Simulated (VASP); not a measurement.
# Ge4H in VASP: single point with PBE+D3(BJ)

Aim: the single point of Ge4H with PBE+D3(BJ).

Everything below comes from runs of VASP 6.6.1. Logs are shortened: lines on timing, memory, paths and dates and some standing lists are left out, and cuts for length are marked.

## Step 1: The cell of the first run

The cell holds a slab with vacuum, 5 atoms: a = 4.030 Å, b = 4.030 Å, c = 21.642 Å, α = 90.00°, β = 90.00°, γ = 90.00°.

## Step 2: Single point, PBE+D3(BJ)

INCAR

```
SYSTEM = Ge4H
ALGO = Normal
DIPOL = 0.5 0.5 0.328
EDIFF = 1E-6
ENCUT = 520
GGA = PE
IDIPOL = 3
ISIF = 2
ISMEAR = 0
IVDW = 12
LASPH = .TRUE.
LCHARG = .FALSE.
LDIPOL = .TRUE.
LREAL = .FALSE.
LWAVE = .FALSE.
NBANDS = 36
NELM = 60
PREC = Accurate
SIGMA = 0.1
```

KPOINTS

```
k-points
0
G
  7 7 1
  0 0 0
```

POSCAR

```
Ge4H
1.0
    4.0303587907      0.0000000000      0.0000000000
    0.0000000000      4.0303587907      0.0000000000
    0.0000000000      0.0000000000     21.6416627718
Ge H
4 1
Direct
    0.0000000000      0.5000000000      0.1848286817
    0.0000000000      0.0000000000      0.2506714513
    0.5000000000      0.0000000000      0.3196569899
    0.5000000000      0.5000000000      0.3854446333
    1.0000000000      1.0000000000      0.5009625594
```

Potentials or basis: VASP PAW PBE potentials, release 64 (Ge_d, H).

Run with:

```console
cat potpaw_PBE.64/Ge_d/POTCAR potpaw_PBE.64/H/POTCAR > POTCAR
mpirun -np 1 vasp_std > vasp.out
```

OUTCAR:

```text
SYSTEM = Ge4H
   EDIFF = 1E-6
   ENCUT = 520
   GGA = PE
   ISIF = 2
   ISMEAR = 0
   IVDW = 12
   LASPH = .TRUE.
   LREAL = .FALSE.
   NELM = 60
   PREC = Accurate
 IVDW          = 12

 ion  position               nearest neighbor table
   1  0.000  0.500  0.185-   2 2.47   2 2.47
   2  0.000  0.000  0.251-   1 2.47   1 2.47   3 2.51   3 2.51
   3  0.500  0.000  0.320-   4 2.47   4 2.47   2 2.51   2 2.51
   4  0.500  0.500  0.385-   3 2.47   3 2.47
   5  0.000  0.000  0.501-

  LATTYP: Found a simple tetragonal cell.
 ALAT       =     4.0303587907
 C/A-ratio  =     5.3696615849

  Lattice vectors:

 A1 = (   4.0303587907,   0.0000000000,   0.0000000000)
 A2 = (   0.0000000000,   4.0303587907,   0.0000000000)
 A3 = (   0.0000000000,   0.0000000000,  21.6416627718)

Analysis of symmetry for initial positions (statically):
=====================================================================
 Subroutine PRICEL returns:
 Original cell was already a primitive cell.

 Routine SETGRP: Setting up the symmetry group for a
 simple tetragonal supercell.

 Subroutine GETGRP returns: Found  4 space group operations
 (whereof  4 operations were pure point group operations)
 out of a pool of 16 trial point group operations.

The static configuration has the point symmetry C_2v.

Analysis of symmetry for dynamics (positions and initial velocities):
=====================================================================
 Subroutine PRICEL returns:
 Original cell was already a primitive cell.

 Routine SETGRP: Setting up the symmetry group for a
 simple tetragonal supercell.

 Subroutine GETGRP returns: Found  4 space group operations
 (whereof  4 operations were pure point group operations)
 out of a pool of 16 trial point group operations.

The dynamic configuration has the point symmetry C_2v.

 Subroutine INISYM returns: Found  4 space group operations
 (whereof  4 operations are pure point group operations),
 and found     1 'primitive' translations

----------------------------------------------------------------------------------------

                                     Primitive cell

  volume of cell :     351.5427

  direct lattice vectors                    reciprocal lattice vectors
     4.030358791  0.000000000  0.000000000     0.248116868  0.000000000  0.000000000
     0.000000000  4.030358791  0.000000000     0.000000000  0.248116868  0.000000000
[... 91 lines left out ...]
   TEBEG  =    0.0;   TEEND  =   0.0 temperature during run
   PSTRESS=    0.0 pullay stress
   NELECT =      57.0000    total number of electrons
   NUPDOWN=      -1.0000    fix difference up-down
   EMIN   =  10.00;   EMAX   =-10.00  energy-range for DOS
   EFERMI =   0.00;   METHOD = LEGACY
   ISMEAR =     0;   SIGMA  =   0.10  broadening in eV -4-tet -1-fermi 0-gaus
   EFERMI_NEDOS =   21; number of points for ismear=-14 and -15
   IALGO  =     38    algorithm
   IMIX   =      4    mixing-type and parameters
     AMIX     =   0.40;   BMIX     =  1.00
     AMIX_MAG =   1.60;   BMIX_MAG =  1.00
  volume/ion in A,a.u.               =      70.31       474.47
  Fermi-wavevector in a.u.,A,eV,Ry     =   0.892703  1.686964 10.842742  0.796919
  Thomas-Fermi vector in A             =   2.014686
   LORBIT       =      0    0 simple, 1 ext, 2 COOP (PROOUT), +10 PAW based schemes
   GGA     = PE    functional components
   LHFCALC =     F    Hartree Fock is set to
   AEXX    =    0.0000 exact exchange contribution
   IVDW    =    12    specifies the selected vdW correction
   LEPSILON=     F    determine dielectric tensor
   LRPA    =     F    only Hartree local field effects (RPA)
 non-spin polarized calculation
 Gauss-broadening in eV      SIGMA  =   0.10
  energy-cutoff  :      520.00
  volume of cell :      351.54
 maximum number of plane-waves:      9517
 NGX is ok and might be reduce to    30
   NGX = 15   NGY = 15   NGZ = 81

 dipolmoment           0.000000      0.000000     -0.000005 electrons x Angstroem

 number of electron      56.9999904 magnetization

 dipolmoment           0.000000      0.000000      0.135400 electrons x Angstroem

 Free energy of the ion-electron system (eV)
  ---------------------------------------------------
  ext. energy  EPLUGINS =         0.00000000
  ---------------------------------------------------
  free energy    TOTEN  =       -16.00923963 eV

  energy without entropy =      -15.98315960  energy(sigma->0) =      -15.99619962

 E-fermi :  -2.9955     XC(G=0):  -3.7762

 val. band max:       -3.0300895801   @ k =   0.4286   0.2857   0.0000
 cond. band min:      -2.9946236005   @ k =  -0.2857   0.4286   0.0000
 fundamental gap:      0.0354659796
 Fermi energy:        -2.9955033328

 k-point     1 :       0.0000    0.0000    0.0000
  band No.  band energies     occupation
      1     -27.4961      2.00000
      2     -27.4601      2.00000
      3     -27.4210      2.00000
      4     -27.4111      2.00000
      5     -27.3540      2.00000
      6     -27.2786      2.00000
[... 613 lines left out ...]
     35       1.9798      0.00000
     36       3.2804      0.00000

------------------------ aborting loop because EDIFF is reached ----------------------------------------

 vacuum level on the upper side and lower side of the slab       (xc-potential included)         0.550        -0.935

 Edisp (eV)   -0.90062

 E8    (eV) :    -0.4137

  FORCE on cell =-STRESS in cart. coord.  units (eV):
  Direction    XX          YY          ZZ          XY          YZ          ZX
  --------------------------------------------------------------------------------------
  -------------------------------------------------------------------------------------
  Total      -2.95838    -0.69857    -1.21717     0.00000     0.00000     0.00000
  in kB     -13.48298    -3.18377    -5.54734     0.00000     0.00000     0.00000
  external pressure =       -7.40 kB  Pullay stress =        0.00 kB

 VOLUME and BASIS-vectors are now :
 -----------------------------------------------------------------------------
  energy-cutoff  :      520.00
  volume of cell :      351.54
      direct lattice vectors                 reciprocal lattice vectors
     4.030358791  0.000000000  0.000000000     0.248116868  0.000000000  0.000000000
     0.000000000  4.030358791  0.000000000     0.000000000  0.248116868  0.000000000
     0.000000000  0.000000000 21.641662772     0.000000000  0.000000000  0.046207170

 POSITION                                       TOTAL-FORCE (eV/Angst)
 -----------------------------------------------------------------------------------
      0.00000      2.01518      4.00000         0.000000      0.000000     -0.146680
      0.00000      0.00000      5.42495         0.000000      0.000000      0.234012
      2.01518      0.00000      6.91791         0.000000      0.000000     -0.098952
      2.01518      2.01518      8.34166         0.000000      0.000000      0.517615
      0.00000      0.00000     10.84166         0.000000      0.000000     -0.505994
 -----------------------------------------------------------------------------------
    total drift:                                0.000000      0.000000     -0.001863

  FREE ENERGIE OF THE ION-ELECTRON SYSTEM (eV)
  ---------------------------------------------------
  free  energy   TOTEN  =       -16.9098591512 eV

  energy  without entropy=      -16.8837791270  energy(sigma->0) =      -16.89681914

 vacuum level on the upper side and lower side of the slab         3.320         1.809
```

OSZICAR:

```text
N       E                     dE             d eps       ncg     rms          rms(c)
DAV:   1     0.441762994395E+03    0.44176E+03   -0.29613E+04  1400   0.231E+03
DAV:   2     0.496482316450E+02   -0.39211E+03   -0.38558E+03  1392   0.547E+02
DAV:   3    -0.137144709975E+02   -0.63363E+02   -0.62936E+02  1636   0.178E+02
[... 17 lines left out ...]
DAV:  21    -0.160092133786E+02   -0.25344E-04   -0.12091E-05  1092   0.310E-02    0.399E-03
DAV:  22    -0.160092279111E+02   -0.14533E-04   -0.12589E-05   984   0.290E-02    0.710E-03
DAV:  23    -0.160092348628E+02   -0.69517E-05   -0.19892E-06   908   0.751E-03    0.304E-03
DAV:  24    -0.160092391047E+02   -0.42418E-05   -0.93733E-07   880   0.517E-03    0.361E-04
DAV:  25    -0.160092396278E+02   -0.52315E-06   -0.82267E-08   764   0.561E-03
   1 F= -.16909859E+02 E0= -.16896819E+02  d E =-.260800E-01
```

stdout:

```text
POSCAR found type information on POSCAR GeH
 POSCAR found :  2 types and       5 ions
 scaLAPACK will be used
 LDA part: xc-table for (Slater+PW92), standard interpolation
 POSCAR, INCAR and KPOINTS ok, starting setup
 FFT: planning ... GRIDC
 FFT: planning ... GRID_SOFT
 FFT: planning ... GRID
 WAVECAR not read
 entering main loop
```

It took 6.2 min on 1 thread of Intel Xeon 6975P-C (Granite Rapids), shared host; peak memory 0.48 GiB.

Results:

- Free energy: -16.9099 eV
- Largest force: 0.518 eV/Å
- Dispersion energy per atom: -0.180 eV

Forces on the atoms (eV/Å):
```
Ge   0.000  0.000 -0.147
Ge   0.000  0.000  0.234
Ge   0.000  0.000 -0.099
Ge   0.000  0.000  0.518
H    0.000  0.000 -0.506
```
